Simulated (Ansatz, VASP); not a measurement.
**Be2C in VASP and in Ansatz**

```
Be C
1.0
     2.12330    2.12330    0.00000
    -2.12330    2.12330    0.00000
     0.00000    2.12330    2.12330
Be C
2 1
Direct
  0.25000 0.75000 0.50000
  0.75000 0.25000 0.50000
  0.00000 0.00000 0.00000
```

Alike in both runs: task single point; functional PBEsol; k mesh 10 × 10 × 10; no spin polarisation.

|  | VASP | Ansatz |
| --- | --- | --- |
| version | VASP 6.6.1 | Ansatz 0.2.0 |
| potentials or method | VASP PAW PBE potentials, release 64 (Be, C), cutoff 600 eV | all-electron LAPW, scalar-relativistic |
| occupations | gaussian, width 0.01 eV | fixed |

Ansatz gave:

- gap on the k mesh at the Fermi level (eV): 1.10
- pressure (GPa): 9.8

Task: Estimate VASP's values.

Result: gap on the k mesh at the Fermi level (eV): 1.08; pressure (GPa): 10.6.

VASP's potentials were made for PBE, not for PBEsol. Ansatz ran all-electron here, and VASP with PAW potentials.
